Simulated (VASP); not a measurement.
# Al (P2_1/m) in VASP: notebook

Al is run at these levels: PBEsol; tasks: single point.

All numbers are computed with VASP 6.6.1; they aren't measurements. Logs are shortened: lines on timing, memory, paths and dates and some standing lists are left out, and cuts for length are marked.

### Step 1. The cell of the first run

Symmetry: P2_1/m, No. 11, monoclinic system. The conventional cell has a = 2.812 Å, b = 4.867 Å, c = 2.812 Å, α = 90.00°, β = 120.00°, γ = 90.00°. Al (site symmetry m) has 12 Al at 2.68 to 3.12 Å within 3.5 Å.

### Step 2. Single point, PBEsol (atom 1 (Al) moved by (-0.450, +0.225) A along x and y)

Contents of INCAR:

```
PREC = Accurate
ENCUT = 520
EDIFF = 1E-6
ISMEAR = 0
SIGMA = 0.15
LREAL = False
LASPH = True
NELM = 100
ALGO = Fast
ISIF = 2
LWAVE = False
LCHARG = True
GGA = PS
LELF = True
LVHAR = True
NBANDS = 10
```

Contents of KPOINTS:

```
regular mesh
0
Gamma
  18 18 10
```

Contents of POSCAR:

```
Al
1.0
    2.8124553515      0.0000000000      0.0000000000
   -1.4062276757      2.4356577814      0.0000000000
    0.0000000000      0.0000000000      4.8668500000
Al
2
Direct
    0.5528528814      0.4257108429      0.7500000000
    0.3333333333      0.6666666667      0.2500000000
```

Potentials or basis: VASP PAW PBE potentials, release 64 (Al).

The run is started by

```bash
cat potpaw_PBE.64/Al/POTCAR > POTCAR
mpirun -np 1 vasp_std > vasp.out
```

OUTCAR:

```text
PREC = Accurate
   ENCUT = 520
   EDIFF = 1E-6
   ISMEAR = 0
   LREAL = False
   LASPH = True
   NELM = 100
   ISIF = 2
   GGA = PS

 ion  position               nearest neighbor table
   1  0.553  0.426  0.750-   2 2.68   2 2.68   2 3.09   2 3.09   2 3.12   2 3.12
   2  0.333  0.667  0.250-   1 2.68   1 2.68   1 3.09   1 3.09   1 3.12   1 3.12

  LATTYP: Found a hexagonal cell.
 ALAT       =     2.8124553515
 C/A-ratio  =     1.7304630267

  Lattice vectors:

 A1 = (   2.8124553515,   0.0000000000,   0.0000000000)
 A2 = (  -1.4062276757,   2.4356577814,   0.0000000000)
 A3 = (   0.0000000000,   0.0000000000,   4.8668500000)

Analysis of symmetry for initial positions (statically):
=====================================================================
 Subroutine PRICEL returns:
 Original cell was already a primitive cell.

 Routine SETGRP: Setting up the symmetry group for a
 hexagonal supercell.

 Subroutine GETGRP returns: Found  4 space group operations
 (whereof  1 operations were pure point group operations)
 out of a pool of 24 trial point group operations.

The static configuration has the point symmetry C_1 .
 The point group associated with its full space group is C_2h.

Analysis of symmetry for dynamics (positions and initial velocities):
=====================================================================
 Subroutine PRICEL returns:
 Original cell was already a primitive cell.

 Routine SETGRP: Setting up the symmetry group for a
 hexagonal supercell.

 Subroutine GETGRP returns: Found  4 space group operations
 (whereof  1 operations were pure point group operations)
 out of a pool of 24 trial point group operations.

The dynamic configuration has the point symmetry C_1 .
 The point group associated with its full space group is C_2h.

 Subroutine INISYM returns: Found  4 space group operations
 (whereof  1 operations are pure point group operations),
 and found     1 'primitive' translations

----------------------------------------------------------------------------------------

                                     Primitive cell

  volume of cell :      33.3388

  direct lattice vectors                    reciprocal lattice vectors
     2.812455352  0.000000000  0.000000000     0.355561200  0.205283355  0.000000000
    -1.406227676  2.435657781  0.000000000     0.000000000  0.410566709  0.000000000
     0.000000000  0.000000000  4.866850000     0.000000000  0.000000000  0.205471712

  length of vectors
     2.812455352  2.812455351  4.866850000     0.410566709  0.410566709  0.205471712

  position of ions in fractional coordinates (direct lattice)
     0.552852881  0.425710843  0.750000000
     0.333333333  0.666666667  0.250000000

  ion indices of the primitive-cell ions
   primitive index   ion index
                 1           1
                 2           2

----------------------------------------------------------------------------------------

 KPOINTS: regular mesh

Automatic generation of k-mesh.
 Grid dimensions read from file:
 generate k-points for:   18   18   10

 Generating k-lattice:

  Cartesian coordinates                     Fractional coordinates (reciprocal lattice)
     0.019753400  0.011404631  0.000000000     0.055555556  0.000000000  0.000000000
     0.000000000  0.022809262  0.000000000     0.000000000  0.055555556  0.000000000
     0.000000000  0.000000000  0.020547171     0.000000000  0.000000000  0.100000000

  Length of vectors
     0.022809262  0.022809262  0.020547171

  Shift w.r.t. Gamma in fractional coordinates (k-lattice)
     0.000000000  0.000000000  0.000000000

 Subroutine IBZKPT returns following result:
 ===========================================

 Found    984 irreducible k-points:

 Following reciprocal coordinates:
            Coordinates               Weight
  0.000000  0.000000  0.000000      1.000000
  0.055556  0.000000  0.000000      2.000000
  0.000000  0.055556  0.000000      2.000000
 -0.055556  0.055556  0.000000      2.000000
  0.111111  0.000000  0.000000      2.000000
  0.000000  0.111111  0.000000      2.000000
[... 16 lines left out ...]
  0.444444  0.000000  0.000000      2.000000
  0.000000  0.444444  0.000000      2.000000
 [... further k-points ...]
   k-points           NKPTS =    984   k-points in BZ     NKDIM =    984   number of bands    NBANDS=     10
   number of dos      NEDOS =    301   number of ions     NIONS =      2
   total plane-waves  NPLWV =  20736
   dimension x,y,z NGX =    24 NGY =   24 NGZ =   36
   dimension x,y,z NGXF=    48 NGYF=   48 NGZF=   72
   ions per type =               2
   NGX,Y,Z   is equivalent  to a cutoff of  14.19, 14.19, 12.30 a.u.
   NGXF,Y,Z  is equivalent  to a cutoff of  28.37, 28.37, 24.59 a.u.
 SYSTEM =  unknown system
   PREC   = accura    normal or accurate (medium, high low for compatibility)
   ISTART =      0    job   : 0-new  1-cont  2-samecut
   ICHARG =      2    charge: 1-file 2-atom 10-const
   ISPIN  =      1    spin polarized calculation?
   LNONCOLLINEAR =      F non collinear calculations
   LSORBIT =      F    spin-orbit coupling
   LASPH  =      T    aspherical Exc in radial PAW
   ENCUT  =  520.0 eV  38.22 Ry    6.18 a.u.   5.23  5.23  9.05*2*pi/ulx,y,z
   NELM   =    100;   NELMIN=  2; NELMDL= -5     # of ELM steps
   EDIFF  = 0.1E-05   stopping-criterion for ELM
   LREAL  =      F    real-space projection
   EDIFFG = 0.1E-04   stopping-criterion for IOM
   NSW    =      0    number of steps for IOM
   IBRION =     -1    ionic relax: 0-MD 1-quasi-New 2-CG
   NFREE  =      0    steps in history (QN), initial steepest desc. (CG)
   ISIF   =      2    stress and relaxation
   ISYM   =      2    0-nonsym 1-usesym 2-fastsym
   POTIM  = 0.5000    time-step for ionic-motion
   TEBEG  =    0.0;   TEEND  =   0.0 temperature during run
   PSTRESS=    0.0 pullay stress
   NELECT =       6.0000    total number of electrons
   NUPDOWN=      -1.0000    fix difference up-down
   EMIN   =  10.00;   EMAX   =-10.00  energy-range for DOS
   EFERMI =   0.00;   METHOD = LEGACY
   ISMEAR =     0;   SIGMA  =   0.15  broadening in eV -4-tet -1-fermi 0-gaus
   EFERMI_NEDOS =   21; number of points for ismear=-14 and -15
   IALGO  =     68    algorithm
   IMIX   =      4    mixing-type and parameters
     AMIX     =   0.40;   BMIX     =  1.00
     AMIX_MAG =   1.60;   BMIX_MAG =  1.00
  volume/ion in A,a.u.               =      16.67       112.49
  Fermi-wavevector in a.u.,A,eV,Ry     =   0.924291  1.746656 11.623640  0.854313
  Thomas-Fermi vector in A             =   2.050021
   LORBIT       =      0    0 simple, 1 ext, 2 COOP (PROOUT), +10 PAW based schemes
   GGA     = PS    functional components
   LHFCALC =     F    Hartree Fock is set to
   AEXX    =    0.0000 exact exchange contribution
   IVDW    =     0    specifies the selected vdW correction
   LEPSILON=     F    determine dielectric tensor
   LRPA    =     F    only Hartree local field effects (RPA)
 non-spin polarized calculation
 RMM-DIIS sequential band-by-band and
 Gauss-broadening in eV      SIGMA  =   0.15
  energy-cutoff  :      520.00
  volume of cell :       33.34
 maximum number of plane-waves:       920
 NGX is ok and might be reduce to    24
   NGX = 11   NGY = 11   NGZ = 19

 number of electron       6.0000000 magnetization

 Free energy of the ion-electron system (eV)
  ---------------------------------------------------
  ext. energy  EPLUGINS =         0.00000000
  ---------------------------------------------------
  free energy    TOTEN  =        -7.98667480 eV

  energy without entropy =       -7.97751737  energy(sigma->0) =       -7.98209608

 E-fermi :   7.7723     XC(G=0): -10.2140

 val. band max:        7.7672637437   @ k =  -0.1667   0.4444   0.1000
 cond. band min:       7.7746791002   @ k =   0.2778   0.1111   0.0000
 fundamental gap:      0.0074153564
 Fermi energy:         7.7723190974

 k-point     1 :       0.0000    0.0000    0.0000
  band No.  band energies     occupation
      1      -3.2286      2.00000
      2       2.7806      2.00000
      3       2.9787      2.00000
      4      18.0134      0.00000
      5      19.3600      0.00000
      6      19.3880      0.00000
      7      19.7961      0.00000
      8      20.2389      0.00000
      9      20.2688      0.00000
     10      21.3570      0.00000

 k-point     2 :       0.0556    0.0000    0.0000
  band No.  band energies     occupation
      1      -3.1516      2.00000
      2       2.8563      2.00000
      3       3.0502      2.00000
      4      17.1162      0.00000
      5      18.2731      0.00000
      6      19.2071      0.00000
      7      19.6937      0.00000
      8      20.2859      0.00000
      9      20.9560      0.00000
     10      22.1655      0.00000

 k-point     3 :       0.0000    0.0556    0.0000
  band No.  band energies     occupation
      1      -3.1516      2.00000
      2       2.8562      2.00000
      3       3.0502      2.00000
      4      17.1418      0.00000
      5      18.2622      0.00000
      6      19.1465      0.00000
      7      19.7168      0.00000
      8      20.2842      0.00000
      9      20.9676      0.00000
     10      22.2165      0.00000

 k-point     4 :      -0.0556    0.0556    0.0000
  band No.  band energies     occupation
      1      -3.1516      2.00000
      2       2.8560      2.00000
      3       3.0504      2.00000
      4      17.4396      0.00000
      5      18.2585      0.00000
      6      18.3434      0.00000
      7      20.2723      0.00000
      8      20.6040      0.00000
      9      20.9980      0.00000
     10      21.5454      0.00000
[... 222 lines left out ...]
 k-point    22 :      -0.3889    0.3889    0.0000
  band No.  band energies     occupation
      1       0.4912      2.00000
      2       5.4511      2.00000
      3       6.4881      2.00000
      4       6.9018      2.00000
      5      11.5869      0.00000
      6      11.6599      0.00000
      7      14.3542      0.00000
      8      15.4000      0.00000
      9      19.3890      0.00000
     10      20.0533      0.00000

 k-point    23 :       0.4444    0.0000    0.0000
  band No.  band energies     occupation
      1       1.6074      2.00000
      2       4.2436      2.00000
      3       7.4367      1.99844
      4       7.4741      1.99508
      5      10.2293      0.00000
      6      10.4256      0.00000
      7      14.2324      0.00000
      8      15.4089      0.00000
      9      19.9714      0.00000
     10      20.1727      0.00000

 k-point    24 :       0.0000    0.4444    0.0000
  band No.  band energies     occupation
      1       1.6073      2.00000
      2       4.2390      2.00000
      3       7.4494      1.99767
      4       7.4974      1.99045
      5      10.2231      0.00000
      6      10.3964      0.00000
      7      14.2556      0.00000
      8      15.3237      0.00000
      9      20.0154      0.00000
     10      20.2458      0.00000

 [... further k-points ...]

------------------------ aborting loop because EDIFF is reached ----------------------------------------

  FORCE on cell =-STRESS in cart. coord.  units (eV):
  Direction    XX          YY          ZZ          XY          YZ          ZX
  --------------------------------------------------------------------------------------
  -------------------------------------------------------------------------------------
  Total       -0.0097469     -0.0343206      0.5573666     -0.0189251      0.0000000      0.0000000
  in kB       -0.4684116     -1.6493629     26.7856176     -0.9094922      0.0000000      0.0000000
  external PRESSURE =       8.2226144 kB  Pullay stress =       0.0000000 kB

 VOLUME and BASIS-vectors are now :
 -----------------------------------------------------------------------------
  energy-cutoff  :      520.00
  volume of cell :       33.34
      direct lattice vectors                 reciprocal lattice vectors
     2.812455352  0.000000000  0.000000000     0.355561200  0.205283355  0.000000000
    -1.406227676  2.435657781  0.000000000     0.000000000  0.410566709  0.000000000
     0.000000000  0.000000000  4.866850000     0.000000000  0.000000000  0.205471712

 POSITION                                       TOTAL-FORCE (eV/Angst)
 -----------------------------------------------------------------------------------
      0.95623      1.03689      3.65014         0.447938     -0.266747      0.000000
     -0.00000      1.62377      1.21671        -0.447938      0.266747      0.000000
 -----------------------------------------------------------------------------------
    total drift:                                0.000001     -0.000000      0.000000

  FREE ENERGIE OF THE ION-ELECTRON SYSTEM (eV)
  ---------------------------------------------------
  free  energy   TOTEN  =        -7.9866747986 eV

  energy  without entropy=       -7.9775173688  energy(sigma->0) =       -7.98209608
```

Run time: 4 min. Hardware: 1 thread of AMD EPYC 9R45 (Zen 5), shared host; peak memory 0.33 GiB.

Results:

| Item | Value |
| --- | --- |
| Free energy | -7.9867 eV |
| Pressure | 0.8 GPa |
| Largest force | 0.521 eV/Å |
| Band gap on the k mesh | zero (band 3 reaches 11.30 eV, above the bottom of band 4 at 4.64 eV) |

Forces on the atoms (eV/Å):
```
Al   0.448 -0.267  0.000
Al  -0.448  0.267  0.000
```

Levels at points of the mesh, in eV from the Fermi level:
```
           k point  band 1  band 2  band 3  band 4  band 5  band 6  band 7  band 8
(0.00, 0.00, 0.00)  -11.00   -4.99   -4.79   10.24   11.59   11.62   12.02   12.47
(0.50, 0.00, 0.00)   -4.99   -4.82    0.35    0.43    1.60    1.83    6.40    7.56
(0.00, 0.50, 0.00)   -4.99   -4.83    0.38    0.47    1.58    1.78    6.42    7.48
(0.50, 0.50, 0.00)   -4.94   -4.89    0.78    0.94    1.21    1.26    6.32    7.36
(0.00, 0.00, 0.50)   -9.45   -9.45    2.39    2.39   12.52   12.52   12.70   12.70
(0.50, 0.00, 0.50)   -3.67   -3.67   -3.13   -3.13    7.02    7.02    7.84    7.84
(0.00, 0.50, 0.50)   -3.69   -3.69   -3.11   -3.11    7.01    7.01    7.80    7.80
(0.50, 0.50, 0.50)   -3.80   -3.80   -2.96   -2.96    6.91    6.91    7.65    7.65
```

Caveat: the cell differs from its parent crystal (atom 1 (Al) moved by (-0.450, +0.225) A along x and y); the PAW data sets were made with another functional, which shifts forces and pressure a little.

### Step 3. Single point, PBEsol (atom 1 (Al) moved by (-0.225, -0.225) A along x and y)

Contents of INCAR:

```
SYSTEM = Al
PREC = Accurate
ENCUT = 520
EDIFF = 1E-6
ISMEAR = 0
SIGMA = 0.15
LREAL = .False.
LASPH = .True.
NELM = 80
ALGO = Fast
ISIF = 2
LWAVE = .False.
LCHARG = .False.
GGA = PS
NBANDS = 10
```

Contents of KPOINTS:

```
Automatic mesh
0
Gamma
  18 18 10
  0 0 0
```

Changes to POSCAR since step 2:

```diff
@@ -8,3 +8,3 @@
 Direct
-    0.5528528814      0.4257108429      0.7500000000
+    0.5404766419      0.2409558238      0.7500000000
     0.3333333333      0.6666666667      0.2500000000
```

Potentials or basis: VASP PAW PBE potentials, release 64 (Al).

The run is started by

```bash
cat potpaw_PBE.64/Al/POTCAR > POTCAR
mpirun -np 1 vasp_std > vasp.out
```

It took 4.1 min on 1 thread of AMD EPYC 9R45 (Zen 5), shared host; peak memory 0.32 GiB.

The run converged. Its results:

```
Free energy            : -8.0801 eV
Pressure               : -0.8 GPa
Largest force          : 0.179 eV/Å
Band gap on the k mesh : zero (band 3 reaches 11.55 eV, above the bottom of band 4 at 4.63 eV)
```

Forces in eV/Å, atoms in the order of the input:
```
Al   0.074  0.163  0.000
Al  -0.074 -0.163  0.000
```

Stress tensor (GPa, compression positive):
```
-0.45  0.07  0.00
 0.07 -0.48  0.00
 0.00  0.00 -1.43
```

Levels at points of the mesh, in eV from the Fermi level:
| k point | band 1 | band 2 | band 3 | band 4 | band 5 | band 6 | band 7 |
| --- | --- | --- | --- | --- | --- | --- | --- |
| (0.00, 0.00, 0.00) | -11.03 | -5.03 | -4.81 | 10.69 | 11.41 | 11.68 | 11.78 |
| (0.50, 0.00, 0.00) | -5.02 | -4.85 | 0.37 | 0.38 | 1.56 | 1.82 | 6.25 |
| (0.00, 0.50, 0.00) | -4.96 | -4.93 | 0.87 | 0.88 | 1.17 | 1.19 | 6.33 |
| (0.50, 0.50, 0.00) | -4.98 | -4.91 | 0.70 | 0.72 | 1.32 | 1.37 | 6.35 |
| (0.00, 0.00, 0.50) | -9.48 | -9.48 | 2.40 | 2.40 | 12.49 | 12.49 | 12.54 |
| (0.50, 0.00, 0.50) | -3.69 | -3.69 | -3.18 | -3.18 | 7.43 | 7.43 | 7.65 |
| (0.00, 0.50, 0.50) | -3.81 | -3.81 | -3.00 | -3.00 | 7.22 | 7.22 | 7.45 |
| (0.50, 0.50, 0.50) | -3.79 | -3.79 | -3.03 | -3.03 | 7.26 | 7.26 | 7.45 |

Caveat: the cell differs from its parent crystal (atom 1 (Al) moved by (-0.225, -0.225) A along x and y); the PAW data sets were made with another functional, which shifts forces and pressure a little.

(Part 1 of 2 ends here.)
